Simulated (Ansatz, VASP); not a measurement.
Two plane-wave programs on Si2C

```
Si C
1.0
     3.48775    0.00000    0.00000
     0.00000    3.48775    0.00000
     0.00000    0.00000    2.91267
Si C
2 1
Cartesian
  1.7439 0.0000 1.4563
  0.0000 1.7439 1.4563
  0.0000 0.0000 0.0000
```

Alike in both runs: task relaxation of cell and atoms; functional PBE; k mesh 14 × 14 × 16; occupations gaussian, width 0.1 eV; no spin polarisation.

|  | VASP | Ansatz |
| --- | --- | --- |
| version | VASP 6.6.1 | Ansatz 0.2.0 |
| potentials or method | VASP PAW PBE potentials, release 64 (Si, C), cutoff 600 eV | scalar-relativistic, plane waves, PAW |
| valence electrons in the cell | 12 | 12 |

```csv
,VASP,Ansatz,Ansatz less VASP
"gap on the k mesh at the Fermi level, each at its own relaxed structure (eV)",none,none,-
relaxed volume (Å³/atom),11.77,11.77,+0.004
relaxed length of the cell vector where the two differ most in proportion (Å),3.483,3.484,+0.0011
```

A gap of «none» marks a metal or a gap that the smearing closes.
